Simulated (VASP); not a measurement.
# Mg3CdS2 (P6/mmm) in VASP: further runs, part 2 of 2

VASP 6.6.1. The steps go on from the part before.

### 5 Single point, PBE

This run uses another cell than the first one, of 38.18 Å³/atom.

INCAR reads:

```
SYSTEM = Mg3CdS2
PREC = Accurate
ENCUT = 520
EDIFF = 1E-6
ISMEAR = 0
SIGMA = 0.1
LREAL = .FALSE.
LASPH = .TRUE.
NELM = 60
ALGO = Normal
ISIF = 2
LWAVE = .FALSE.
LCHARG = .FALSE.
GGA = PE
NBANDS = 24
```

KPOINTS reads:

```
Automatic mesh
0
G
  12 12 4
  0 0 0
```

POSCAR reads:

```
Mg3CdS2
1.0
    5.2545650886      0.0000000000      0.0000000000
   -2.6272825443      4.5505868525      0.0000000000
    0.0000000000      0.0000000000      9.5804804208
Mg Cd S
3 1 2
Direct
    0.3333333333      0.6666666667      0.5000000000
    0.6666666667      0.3333333333      0.5000000000
    0.0000000000      0.0000000000      0.0000000000
    0.0000000000      0.0000000000      0.5000000000
    0.0000000000      0.0000000000      0.2364060711
    0.0000000000      0.0000000000      0.7635939289
```

Potentials or basis: VASP PAW PBE potentials, release 64 (Mg, Cd, S).

On the command line:

```sh
cat potpaw_PBE.64/Mg/POTCAR potpaw_PBE.64/Cd/POTCAR potpaw_PBE.64/S/POTCAR > POTCAR
mpirun -np 1 vasp_std > vasp.out
```

OUTCAR:

```text
SYSTEM = Mg3CdS2
   PREC = Accurate
   ENCUT = 520
   EDIFF = 1E-6
   ISMEAR = 0
   LREAL = .FALSE.
   LASPH = .TRUE.
   NELM = 60
   ISIF = 2
   GGA = PE

 ion  position               nearest neighbor table
   1  0.333  0.667  0.500-   2 3.03   4 3.03   2 3.03   4 3.03   4 3.03   2 3.03
   2  0.667  0.333  0.500-   1 3.03   4 3.03   1 3.03   4 3.03   4 3.03   1 3.03
   3  0.000  0.000  0.000-   5 2.26   6 2.26
   4  0.000  0.000  0.500-   5 2.53   6 2.53   1 3.03   2 3.03   1 3.03   2 3.03   2 3.03   1 3.03

   5  0.000  0.000  0.236-   3 2.26   4 2.53
   6  0.000  0.000  0.764-   3 2.26   4 2.53
[... 856 lines left out ...]
  -------------------------------------------------------------------------------------
  Total       -0.0195861     -0.0195861      0.1081447      0.0000000      0.0000000      0.0000000
  in kB       -0.1369828     -0.1369828      0.7563524      0.0000000      0.0000000      0.0000000
  external PRESSURE =       0.1607956 kB  Pullay stress =       0.0000000 kB

 VOLUME and BASIS-vectors are now :
 -----------------------------------------------------------------------------
  energy-cutoff  :      520.00
  volume of cell :      229.08
      direct lattice vectors                 reciprocal lattice vectors
     5.254565089  0.000000000  0.000000000     0.190310708  0.109875938  0.000000000
    -2.627282544  4.550586853  0.000000000     0.000000000  0.219751876  0.000000000
     0.000000000  0.000000000  9.580480421     0.000000000  0.000000000  0.104378899

 POSITION                                       TOTAL-FORCE (eV/Angst)
 -----------------------------------------------------------------------------------
     -0.00000      3.03372      4.79024        -0.000000     -0.000000      0.000000
      2.62728      1.51686      4.79024         0.000000      0.000000     -0.000000
      0.00000      0.00000      0.00000         0.000000      0.000000      0.000000
      0.00000      0.00000      4.79024         0.000000      0.000000      0.000000
      0.00000      0.00000      2.26488        -0.000000     -0.000000     -0.032857
      0.00000      0.00000      7.31560         0.000000     -0.000000      0.032857
 -----------------------------------------------------------------------------------
    total drift:                               -0.000000     -0.000000      0.000000

  FREE ENERGIE OF THE ION-ELECTRON SYSTEM (eV)
  ---------------------------------------------------
  free  energy   TOTEN  =       -13.2078997272 eV

  energy  without entropy=      -13.1978111220  energy(sigma->0) =      -13.20285542
```

Run time: 7.6 min. Hardware: 1 thread of Intel Xeon 8259CL, shared host; peak memory 0.56 GiB.

What came out:

```yaml
Free_energy: -13.2079 eV
Pressure: 0.0 GPa
Largest_force: 0.033 eV/Å
Band_gap_on_the_k_mesh: zero (bands 15 and 16 overlap by 2.29 eV)
```

Forces in eV/Å, atoms in the order of the input:
```
Mg   0.000  0.000  0.000
Mg   0.000  0.000  0.000
Mg   0.000  0.000  0.000
Cd   0.000  0.000  0.000
S    0.000  0.000 -0.033
S    0.000  0.000  0.033
```

### 6 Relaxation of cell and atoms, PBE

This run uses another cell than the first one, of 37.71 Å³/atom.

INCAR reads:

```
SYSTEM = Mg3CdS2
PREC     = Accurate       ! precision mode
ENCUT    = 600            ! plane-wave cutoff, eV
EDIFF    = 1E-6           ! SCF threshold, eV
ISMEAR   = 0              ! smearing method
SIGMA    = 0.1            ! smearing width, eV
LREAL    = .FALSE.        ! projectors in reciprocal space
LASPH    = .TRUE.         ! aspherical terms in the spheres
NELM     = 80             ! most SCF steps
ALGO     = Normal         ! electronic algorithm
ISIF     = 3              ! what is computed and relaxed
LWAVE    = .FALSE.        ! write WAVECAR
LCHARG   = .FALSE.        ! write CHGCAR
GGA      = PE             ! functional
IBRION   = 2              ! ionic algorithm
NSW      = 100            ! ionic steps
EDIFFG   = -0.01          ! ionic threshold
```

KPOINTS is that of step 5.

POSCAR reads:

```
Mg3CdS2
1.0
    5.2275643557      0.0000000000      0.0000000000
   -2.6137821779      4.5272035320      0.0000000000
    0.0000000000      0.0000000000      9.5595033064
Mg Cd S
3 1 2
Direct
    0.3333333333      0.6666666667      0.5000000000
    0.6666666667      0.3333333333      0.5000000000
    0.0000000000      0.0000000000      0.0000000000
    0.0000000000      0.0000000000      0.5000000000
    0.0000000000      0.0000000000      0.2368546797
    0.0000000000      0.0000000000      0.7631453203
```

Potentials or basis: VASP PAW PBE potentials, release 64 (Mg, Cd, S).

On the command line:

```sh
cat potpaw_PBE.64/Mg/POTCAR potpaw_PBE.64/Cd/POTCAR potpaw_PBE.64/S/POTCAR > POTCAR
mpirun -np 1 vasp_std > vasp.out
```

Run time: 24 min. Hardware: 1 thread of Intel Xeon 8259CL, shared host; peak memory 0.65 GiB.

It converged, with:

* Free energy: -13.2080 eV
* Relaxed volume: 38.12 Å³/atom
* Relaxed cell: a = 5.247 Å, b = 5.247 Å, c = 9.591 Å, α = 90.00°, β = 90.00°, γ = 120.00°
* Space group after relaxing (to 0.1 Å): P6/mmm (No. 191)
* Energy gained by relaxing: 0.4 meV/atom
* Ionic steps: 6
* Pressure after relaxing: 0.0 GPa
* Largest force after relaxing: 0.007 eV/Å
* Band gap on the k mesh: zero (bands 15 and 16 overlap by 2.31 eV)

Forces in eV/Å, atoms in the order of the input:
```
Mg   0.000  0.000  0.000
Mg   0.000  0.000  0.000
Mg   0.000  0.000  0.000
Cd   0.000  0.000  0.000
S    0.000  0.000  0.007
S    0.000  0.000 -0.007
```

Step by step:
```tsv
step	energy change (eV)	largest force (eV/Å)	pressure (GPa)	volume (Å³)
1	0.0000	0.0949	0.25	226.24
2	-0.0022	0.0557	0.01	228.18
3	-0.0022	0.0540	-0.01	228.28
4	-0.0026	0.0109	0.01	228.61
5	-0.0026	0.0129	0.01	228.62
6	-0.0026	0.0070	0.01	228.71
```

Final structure:
```yaml
crystal:
  lattice:
    - [5.24731, 0.00000, 0.00000]
    - [-2.62366, 4.54431, 0.00000]
    - [0.00000, 0.00000, 9.59149]
  atoms:
    - { symbol: Mg, position: [0.33333, 0.66667, 0.50000] }
    - { symbol: Mg, position: [0.66667, 0.33333, 0.50000] }
    - { symbol: Mg, position: [0.00000, 0.00000, 0.00000] }
    - { symbol: Cd, position: [0.00000, 0.00000, 0.50000] }
    - { symbol: S, position: [0.00000, 0.00000, 0.23603] }
    - { symbol: S, position: [0.00000, 0.00000, 0.76397] }
```

Levels at points of the mesh, in eV from the Fermi level:
```
           k point  band 13  band 14  band 15  band 16  band 17  band 18
(0.00, 0.00, 0.00)    -1.00    -1.00     1.66     1.75     1.75     1.90
(0.50, 0.00, 0.00)    -1.17    -1.11    -1.09     0.39     1.20     3.27
(0.00, 0.00, 0.50)    -1.12    -1.12     0.85     1.86     1.86     2.04
(0.50, 0.00, 0.50)    -1.25    -0.83    -0.58     0.50     1.66     2.42
```

### 7 Overview

| task | cell | k mesh | cutoff (eV) | gap on the mesh (eV) | pressure (GPa) | relaxed volume (Å³/atom) | largest force (eV/Å) |
| --- | --- | --- | --- | --- | --- | --- | --- |
| single point | a = 4.471, b = 4.471, c = 8.736 Å, angles 90.0, 90.0, 120.0°, 6 atoms, atomic positions A | 6 × 6 × 2 | 520 | none | 19.7 | - | 1.04 |
| single point | a = 5.228, b = 5.228, c = 9.560 Å, angles 90.0, 90.0, 120.0°, 6 atoms, atomic positions B | 6 × 6 × 2 | 520 | none | 0.2 | - | 0.04 |
| relaxation of cell and atoms | relaxed from a = 4.471, b = 4.471, c = 8.736 Å, angles 90.0, 90.0, 120.0°, 6 atoms, atomic positions A | 6 × 6 × 2 | 600 | none | 0.0 | 38.02 | 0.02 |
| single point | a = 5.255, b = 5.255, c = 9.580 Å, angles 90.0, 90.0, 120.0°, 6 atoms, atomic positions B | 12 × 12 × 4 | 520 | none | 0.0 | - | 0.03 |
| relaxation of cell and atoms | relaxed from a = 5.228, b = 5.228, c = 9.560 Å, angles 90.0, 90.0, 120.0°, 6 atoms, atomic positions B | 12 × 12 × 4 | 600 | none | 0.0 | 38.12 | 0.01 |

Alike in all rows: level PBE; potentials or basis VASP PAW PBE potentials, release 64 (Mg, Cd, S); no spin polarisation; smearing gaussian 0.1 eV.

Caveats: the cell stands under pressure (at least some runs); forces of over 1 eV/Å act on the atoms, so gaps and moduli don't describe the material at rest (at least some runs); the volume moved by over 15 % at a fixed basis, so the end points are rough (at least some runs).

Total energies depend on the potentials used, so only differences within one code and one set of settings carry meaning.
